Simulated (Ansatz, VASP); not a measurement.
## One calculation of SiO, two programs

```
CELL_PARAMETERS angstrom
0.00000 2.38497 2.43364
2.38497 0.00000 2.43364
2.38497 2.38497 0.00000
ATOMIC_POSITIONS crystal
Si 0.75000 0.75000 0.75000
O 0.00000 0.00000 0.00000
```

Alike in both runs: functional PBE; k mesh 8 × 8 × 8; occupations fermi-dirac, width 0.05 eV; no spin polarisation.

|  | VASP | Ansatz |
| --- | --- | --- |
| version | VASP 6.6.1 | Ansatz 0.2.0 |
| potentials or method | VASP PAW PBE potentials, release 64 (Si, O) | Ansatz PAW |
| plane-wave cutoff (eV) | 520 | 420 |
| valence electrons in the cell | 10 | 10 |
| task | single point | band structure |

```tsv
	VASP	Ansatz	Ansatz less VASP
gap on the k mesh at the Fermi level (eV)	none	none	-
pressure (GPa)	2.5	2.5	-0.05
traceless stress, the component that is largest in VASP (GPa)	0.44	0.43	-0.013
```

A gap of «none» marks a metal or a gap that the smearing closes. The functional is the same, so the differences come from potentials, cutoffs and numerics.
